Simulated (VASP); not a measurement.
# As (R-3m) in VASP: further runs

The runs below take As through single point, with PBEsol.

Everything below comes from runs of VASP 6.6.1. Logs are shortened: lines on timing, memory, paths and dates and some standing lists are left out, and cuts for length are marked.

### 1 The cell of the first run

Symmetry: R-3m, No. 166, trigonal system. The conventional cell has a = 3.691 Å, b = 3.691 Å, c = 10.925 Å, α = 90.00°, β = 90.00°, γ = 120.00°. As (site symmetry 3m) has 6 As at 2.48 to 3.19 Å within 3.3 Å.

### 2 Single point, PBEsol (21.48 Å³/atom)

Contents of INCAR:

```
PREC = Accurate ; ENCUT = 520
EDIFF = 1E-6 ; ISMEAR = -1
SIGMA = 0.05 ; LREAL = F
LASPH = T ; NELM = 60
ALGO = Normal ; ISIF = 2
LWAVE = F ; LCHARG = T
GGA = PS ; LELF = T
LVHAR = T ; NBANDS = 12
```

Contents of KPOINTS:

```
Automatic mesh
0
Gamma
  12 12 12
```

Contents of POSCAR:

```
As
1.0
    1.8455844133      1.0655486578      3.6415376950
   -1.8455844133      1.0655486578      3.6415376950
    0.0000000000     -2.1310973156      3.6415376950
As
2
Direct
    0.2244335900      0.2244335900      0.2244335900
    0.7755664100      0.7755664100      0.7755664100
```

Potentials or basis: VASP PAW PBE potentials, release 64 (As).

Started as:

```sh
cat potpaw_PBE.64/As/POTCAR > POTCAR
mpirun -np 1 vasp_std > vasp.out
```

OUTCAR:

```text
PREC = Accurate
   ENCUT = 520
   EDIFF = 1E-6
   ISMEAR = -1
   LREAL = F
   LASPH = T
   NELM = 60
   ISIF = 2
   GGA = PS

 ion  position               nearest neighbor table
   1  0.224  0.224  0.224-   2 2.48   2 2.48   2 2.48
   2  0.776  0.776  0.776-   1 2.48   1 2.48   1 2.48

  LATTYP: Found a trigonal (rhomboedric) cell.
 ALAT       =     4.2192857871
 COS(alpha) =     0.6173339462

  Lattice vectors:

 A1 = (   1.8455844133,   1.0655486578,   3.6415376950)
 A2 = (  -1.8455844133,   1.0655486578,   3.6415376950)
 A3 = (   0.0000000000,  -2.1310973156,   3.6415376950)

Analysis of symmetry for initial positions (statically):
=====================================================================
 Subroutine PRICEL returns:
 Original cell was already a primitive cell.

 Routine SETGRP: Setting up the symmetry group for a
 trigonal (rhombohedral) supercell.

 Subroutine GETGRP returns: Found 12 space group operations
 (whereof 12 operations were pure point group operations)
 out of a pool of 12 trial point group operations.

The static configuration has the point symmetry D_3d.

Analysis of symmetry for dynamics (positions and initial velocities):
=====================================================================
 Subroutine PRICEL returns:
 Original cell was already a primitive cell.

 Routine SETGRP: Setting up the symmetry group for a
 trigonal (rhombohedral) supercell.

 Subroutine GETGRP returns: Found 12 space group operations
 (whereof 12 operations were pure point group operations)
 out of a pool of 12 trial point group operations.

The dynamic configuration has the point symmetry D_3d.

 Subroutine INISYM returns: Found 12 space group operations
 (whereof 12 operations are pure point group operations),
 and found     1 'primitive' translations

----------------------------------------------------------------------------------------

                                     Primitive cell

  volume of cell :      42.9678

  direct lattice vectors                    reciprocal lattice vectors
     1.845584413  1.065548658  3.641537695     0.270916896  0.156413943  0.091536423
    -1.845584413  1.065548658  3.641537695    -0.270916896  0.156413943  0.091536423
     0.000000000 -2.131097316  3.641537695     0.000000000 -0.312827885  0.091536423

  length of vectors
     4.219285787  4.219285787  4.219285787     0.325945091  0.325945091  0.325945091

  position of ions in fractional coordinates (direct lattice)
     0.224433590  0.224433590  0.224433590
     0.775566410  0.775566410  0.775566410

  ion indices of the primitive-cell ions
   primitive index   ion index
                 1           1
                 2           2

----------------------------------------------------------------------------------------

 KPOINTS: Automatic mesh

Automatic generation of k-mesh.
 Grid dimensions read from file:
 generate k-points for:   12   12   12

 Generating k-lattice:

  Cartesian coordinates                     Fractional coordinates (reciprocal lattice)
     0.022576408  0.013034495  0.007628035     0.083333333  0.000000000  0.000000000
    -0.022576408  0.013034495  0.007628035     0.000000000  0.083333333  0.000000000
     0.000000000 -0.026068990  0.007628035     0.000000000  0.000000000  0.083333333

  Length of vectors
     0.027162091  0.027162091  0.027162091

  Shift w.r.t. Gamma in fractional coordinates (k-lattice)
     0.000000000  0.000000000  0.000000000

 Subroutine IBZKPT returns following result:
 ===========================================

 Found    189 irreducible k-points:

 Following reciprocal coordinates:
            Coordinates               Weight
  0.000000  0.000000  0.000000      1.000000
  0.083333  0.000000  0.000000      6.000000
  0.166667 -0.000000  0.000000      6.000000
  0.250000  0.000000  0.000000      6.000000
  0.333333  0.000000  0.000000      6.000000
  0.416667  0.000000  0.000000      6.000000
[... 16 lines left out ...]
  0.500000  0.166667  0.000000     12.000000
 -0.416667  0.166667  0.000000     12.000000
 [... further k-points ...]
   k-points           NKPTS =    189   k-points in BZ     NKDIM =    189   number of bands    NBANDS=     12
   number of dos      NEDOS =    301   number of ions     NIONS =      2
   total plane-waves  NPLWV =  32768
   dimension x,y,z NGX =    32 NGY =   32 NGZ =   32
   dimension x,y,z NGXF=    64 NGYF=   64 NGZF=   64
   ions per type =               2
   NGX,Y,Z   is equivalent  to a cutoff of  12.61, 12.61, 12.61 a.u.
   NGXF,Y,Z  is equivalent  to a cutoff of  25.22, 25.22, 25.22 a.u.
 SYSTEM =  unknown system
   PREC   = accura    normal or accurate (medium, high low for compatibility)
   ISTART =      0    job   : 0-new  1-cont  2-samecut
   ICHARG =      2    charge: 1-file 2-atom 10-const
   ISPIN  =      1    spin polarized calculation?
   LNONCOLLINEAR =      F non collinear calculations
   LSORBIT =      F    spin-orbit coupling
   LASPH  =      T    aspherical Exc in radial PAW
   ENCUT  =  520.0 eV  38.22 Ry    6.18 a.u.   7.85  7.85  7.85*2*pi/ulx,y,z
   NELM   =     60;   NELMIN=  2; NELMDL= -5     # of ELM steps
   EDIFF  = 0.1E-05   stopping-criterion for ELM
   LREAL  =      F    real-space projection
   EDIFFG = 0.1E-04   stopping-criterion for IOM
   NSW    =      0    number of steps for IOM
   IBRION =     -1    ionic relax: 0-MD 1-quasi-New 2-CG
   NFREE  =      0    steps in history (QN), initial steepest desc. (CG)
   ISIF   =      2    stress and relaxation
   ISYM   =      2    0-nonsym 1-usesym 2-fastsym
   POTIM  = 0.5000    time-step for ionic-motion
   TEBEG  =    0.0;   TEEND  =   0.0 temperature during run
   PSTRESS=    0.0 pullay stress
   NELECT =      10.0000    total number of electrons
   NUPDOWN=      -1.0000    fix difference up-down
   EMIN   =  10.00;   EMAX   =-10.00  energy-range for DOS
   EFERMI =   0.00;   METHOD = LEGACY
   ISMEAR =    -1;   SIGMA  =   0.05  broadening in eV -4-tet -1-fermi 0-gaus
   EFERMI_NEDOS =   21; number of points for ismear=-14 and -15
   IALGO  =     38    algorithm
   IMIX   =      4    mixing-type and parameters
     AMIX     =   0.40;   BMIX     =  1.00
     AMIX_MAG =   1.60;   BMIX_MAG =  1.00
  volume/ion in A,a.u.               =      21.48       144.98
  Fermi-wavevector in a.u.,A,eV,Ry     =   1.006994  1.902944 13.796822  1.014038
  Thomas-Fermi vector in A             =   2.139772
   LORBIT       =      0    0 simple, 1 ext, 2 COOP (PROOUT), +10 PAW based schemes
   GGA     = PS    functional components
   LHFCALC =     F    Hartree Fock is set to
   AEXX    =    0.0000 exact exchange contribution
   IVDW    =     0    specifies the selected vdW correction
   LEPSILON=     F    determine dielectric tensor
   LRPA    =     F    only Hartree local field effects (RPA)
 non-spin polarized calculation
  energy-cutoff  :      520.00
  volume of cell :       42.97
 maximum number of plane-waves:      1175
   NGX = 15   NGY = 15   NGZ = 15

 number of electron      10.0000001 magnetization

 Free energy of the ion-electron system (eV)
  ---------------------------------------------------
  ext. energy  EPLUGINS =         0.00000000
  ---------------------------------------------------
  free energy    TOTEN  =       -10.15919483 eV

  energy without entropy =      -10.15664818  energy(sigma->0) =      -10.15792150

 E-fermi :   5.5536     XC(G=0): -10.0929

 val. band max:        5.5390956742   @ k =   0.5000   0.0833   0.0833
 cond. band min:       5.5685499726   @ k =  -0.4167   0.5000   0.4167
 fundamental gap:      0.0294542984
 Fermi energy:         5.5535562508

 k-point     1 :       0.0000    0.0000    0.0000
  band No.  band energies     occupation
      1      -9.8579      2.00000
      2      -0.5469      2.00000
      3       2.5772      2.00000
      4       3.4885      2.00000
      5       3.4885      2.00000
      6       6.8243      0.00000
      7       8.2362      0.00000
      8       8.2362      0.00000
      9      12.5568      0.00000
     10      12.5568      0.00000
     11      13.0612      0.00000
     12      14.1318      0.00000

 k-point     2 :       0.0833    0.0000    0.0000
  band No.  band energies     occupation
      1      -9.7618      2.00000
      2      -0.8236      2.00000
      3       2.6540      2.00000
      4       3.2418      2.00000
      5       3.3872      2.00000
      6       7.1486      0.00000
      7       8.0465      0.00000
      8       8.2308      0.00000
      9      11.7360      0.00000
     10      12.3884      0.00000
     11      12.4133      0.00000
     12      14.7307      0.00000

 k-point     3 :       0.1667   -0.0000    0.0000
  band No.  band energies     occupation
      1      -9.4751      2.00000
      2      -1.5913      2.00000
      3       2.4817      2.00000
      4       3.1384      2.00000
      5       3.2725      2.00000
      6       7.0664      0.00000
      7       7.9707      0.00000
      8       8.1021      0.00000
      9      11.0848      0.00000
     10      11.8474      0.00000
     11      12.5253      0.00000
     12      16.1061      0.00000

 k-point     4 :       0.2500    0.0000    0.0000
  band No.  band energies     occupation
      1      -9.0038      2.00000
      2      -2.6824      2.00000
      3       2.2136      2.00000
      4       2.8472      2.00000
      5       3.6891      2.00000
      6       6.4311      0.00000
      7       7.4739      0.00000
      8       7.7914      0.00000
      9      11.4334      0.00000
     10      12.0585      0.00000
     11      13.3178      0.00000
     12      17.5395      0.00000

 k-point     5 :       0.3333    0.0000    0.0000
  band No.  band energies     occupation
      1      -8.3633      2.00000
      2      -3.8921      2.00000
      3       2.1265      2.00000
      4       2.5959      2.00000
      5       4.1502      2.00000
      6       5.7913      0.01706
      7       6.6723      0.00000
      8       7.4430      0.00000
      9      11.8057      0.00000
     10      13.5085      0.00000
     11      14.6318      0.00000
     12      17.0480      0.00000
[... 228 lines left out ...]
      1      -8.6061      2.00000
      2      -3.1364      2.00000
      3       1.1833      2.00000
      4       1.7957      2.00000
      5       3.8069      2.00000
      6       7.2022      0.00000
      7       8.3113      0.00000
      8       8.4075      0.00000
      9      10.4337      0.00000
     10      13.6968      0.00000
     11      15.2731      0.00000
     12      16.5143      0.00000

 k-point    22 :       0.4167    0.1667    0.0000
  band No.  band energies     occupation
      1      -7.9558      2.00000
      2      -4.1539      2.00000
      3       1.0171      2.00000
      4       1.4795      2.00000
      5       3.6102      2.00000
      6       7.3176      0.00000
      7       7.7768      0.00000
      8       8.4433      0.00000
      9      11.1639      0.00000
     10      14.1381      0.00000
     11      16.0151      0.00000
     12      16.9092      0.00000

 k-point    23 :       0.5000    0.1667    0.0000
  band No.  band energies     occupation
      1      -7.2064      2.00000
      2      -5.1609      2.00000
      3       0.7437      2.00000
      4       1.6515      2.00000
      5       3.5055      2.00000
      6       6.7704      0.00000
      7       7.4015      0.00000
      8       8.6283      0.00000
      9      12.6335      0.00000
     10      14.1063      0.00000
     11      15.3805      0.00000
     12      17.3792      0.00000

 k-point    24 :      -0.4167    0.1667    0.0000
  band No.  band energies     occupation
      1      -6.8222      2.00000
      2      -5.6210      2.00000
      3       0.6022      2.00000
      4       2.0474      2.00000
      5       3.4990      2.00000
      6       6.2681      0.00000
      7       6.9714      0.00000
      8       8.8405      0.00000
      9      12.9745      0.00000
     10      14.5949      0.00000
     11      15.2814      0.00000
     12      16.7281      0.00000

 [... further k-points ...]
[... 5 lines left out ...]
  --------------------------------------------------------------------------------------
  -------------------------------------------------------------------------------------
  Total        1.0083425      1.0083425      0.3629968      0.0000000      0.0000000      0.0000000
  in kB       37.5989237     37.5989237     13.5353686      0.0000000      0.0000000      0.0000000
  external PRESSURE =      29.5777387 kB  Pullay stress =       0.0000000 kB

 VOLUME and BASIS-vectors are now :
 -----------------------------------------------------------------------------
  energy-cutoff  :      520.00
  volume of cell :       42.97
      direct lattice vectors                 reciprocal lattice vectors
     1.845584413  1.065548658  3.641537695     0.270916896  0.156413943  0.091536423
    -1.845584413  1.065548658  3.641537695    -0.270916896  0.156413943  0.091536423
     0.000000000 -2.131097316  3.641537695     0.000000000 -0.312827885  0.091536423

 POSITION                                       TOTAL-FORCE (eV/Angst)
 -----------------------------------------------------------------------------------
      0.00000      0.00000      2.45185         0.000000      0.000000      0.659631
      0.00000      0.00000      8.47276         0.000000     -0.000000     -0.659631
 -----------------------------------------------------------------------------------
    total drift:                                0.000000     -0.000000      0.000000

  FREE ENERGIE OF THE ION-ELECTRON SYSTEM (eV)
  ---------------------------------------------------
  free  energy   TOTEN  =       -10.1591948288 eV

  energy  without entropy=      -10.1566481781  energy(sigma->0) =      -10.15792150
```

Run time: 1.8 min. Hardware: 1 thread of Intel Xeon 8259CL, shared host; peak memory 0.23 GiB.

What came out:

| Property | Result |
| --- | --- |
| Free energy | -10.1592 eV |
| Pressure | 3.0 GPa |
| Largest force | 0.660 eV/Å |
| Band gap on the k mesh | zero (bands 5 and 6 overlap by 0.60 eV) |

Forces on the atoms (eV/Å):
```
As   0.000  0.000  0.660
As   0.000  0.000 -0.660
```

Stress tensor (GPa, compression positive):
```
3.76 0.00 0.00
0.00 3.76 0.00
0.00 0.00 1.35
```

Caveat: the PAW data sets were made with another functional, which shifts forces and pressure a little.

### 3 Single point, PBEsol (22.05 Å³/atom)

This run uses another cell than the first one, of 22.05 Å³/atom.

Contents of INCAR:

```
SYSTEM = As
ALGO = Normal ; EDIFF = 1E-6
ENCUT = 520 ; GGA = PS
ISIF = 2 ; ISMEAR = -1
LASPH = .True. ; LCHARG = .True.
LELF = .True. ; LREAL = .False.
LVHAR = .True. ; LWAVE = .False.
NBANDS = 12 ; NELM = 60
PREC = Accurate ; SIGMA = 0.05
```

Contents of KPOINTS:

```
k-points
0
Gamma
  12 12 12
  0 0 0
```

Contents of POSCAR:

```
As
1.0
    1.8616337790      1.0748147634      3.6732048296
   -1.8616337790      1.0748147634      3.6732048296
    0.0000000000     -2.1496295268      3.6732048296
As
2
Direct
    0.2244335900      0.2244335900      0.2244335900
    0.7755664100      0.7755664100      0.7755664100
```

Potentials or basis: VASP PAW PBE potentials, release 64 (As).

Started as:

```sh
cat potpaw_PBE.64/As/POTCAR > POTCAR
mpirun -np 1 vasp_std > vasp.out
```

Run time: 1.9 min. Hardware: 1 thread of Intel Xeon 8259CL, shared host; peak memory 0.23 GiB.

The run converged. Its results:

| Property | Result |
| --- | --- |
| Free energy | -10.1724 eV |
| Pressure | 0.8 GPa |
| Largest force | 0.439 eV/Å |
| Band gap on the k mesh | zero (bands 5 and 6 overlap by 0.53 eV) |

Forces in eV/Å, atoms in the order of the input:
```
As   0.000  0.000  0.439
As   0.000  0.000 -0.439
```

Stress tensor (GPa, compression positive):
```
 1.41  0.00  0.00
 0.00  1.41  0.00
 0.00  0.00 -0.30
```

Levels at points of the mesh, in eV from the Fermi level:
```csv
k point,band 3,band 4,band 5,band 6,band 7,band 8
"(0.00, 0.00, 0.00)",-2.87,-2.01,-2.01,1.27,2.65,2.65
"(0.50, 0.00, 0.00)",-3.28,-3.08,-0.70,-0.46,0.17,1.56
"(0.50, 0.50, 0.00)",-5.91,-4.29,-4.08,1.20,5.06,6.63
"(0.50, 0.50, 0.50)",-1.80,-1.80,-0.58,0.96,0.96,1.85
```

Caveat: the PAW data sets were made with another functional, which shifts forces and pressure a little.

### 4 Single point, PBEsol (23.18 Å³/atom)

This run uses another cell than the first one, of 23.18 Å³/atom.

Contents of INCAR:

```
SYSTEM = As
PREC = Accurate ; ENCUT = 520
EDIFF = 1E-7 ; ISMEAR = -1
SIGMA = 0.05 ; LREAL = .False.
LASPH = .True. ; NELM = 100
ALGO = Normal ; ISIF = 2
LWAVE = .False. ; LCHARG = .False.
GGA = PS ; NBANDS = 12
```

Contents of KPOINTS:

```
Automatic mesh
0
Gamma
  12 12 12
  0 0 0
```

Contents of POSCAR:

```
As
1.0
    1.8929275864      1.0928822516      3.7349508970
   -1.8929275864      1.0928822516      3.7349508970
    0.0000000000     -2.1857645032      3.7349508970
As
2
Direct
    0.2244335900      0.2244335900      0.2244335900
    0.7755664100      0.7755664100      0.7755664100
```

Started as:

```sh
cat potpaw_PBE.64/As/POTCAR > POTCAR
mpirun -np 1 vasp_std > vasp.out
```

Wall time 2.1 min (1 thread of Intel Xeon 8259CL, shared host); peak memory 0.24 GiB.

The run converged. Its results:

```
Free energy            : -10.1584 eV
Pressure               : -2.7 GPa
Largest force          : 0.056 eV/Å
Band gap on the k mesh : zero (bands 5 and 6 overlap by 0.49 eV)
```

Forces on the atoms (eV/Å):
```
As   0.000  0.000  0.056
As   0.000  0.000 -0.056
```

Stress tensor (GPa, compression positive):
```
-2.52  0.00  0.00
 0.00 -2.52  0.00
 0.00  0.00 -2.95
```

Levels at points of the mesh, in eV from the Fermi level:
```
           k point  band 1  band 2  band 3  band 4  band 5  band 6  band 7  band 8  band 9  band 10
(0.00, 0.00, 0.00)  -14.69   -6.38   -2.65   -1.87   -1.87    1.30    2.61    2.61    7.06     7.06
(0.50, 0.00, 0.00)  -12.15  -10.83   -3.11   -2.88   -0.70   -0.40    0.31    1.61    8.09     8.30
(0.50, 0.50, 0.00)  -12.15   -9.81   -5.62   -4.01   -3.82    1.38    4.84    6.30    6.52    10.25
(0.50, 0.50, 0.50)  -13.75   -9.67   -1.67   -1.67   -0.67    1.02    1.02    1.69    7.46     9.92
```

Caveat: the PAW data sets were made with another functional, which shifts forces and pressure a little.

(Continued in part 2 of 2.)

The gap in the log of VASP goes by the Fermi energy; the results here count the filled bands.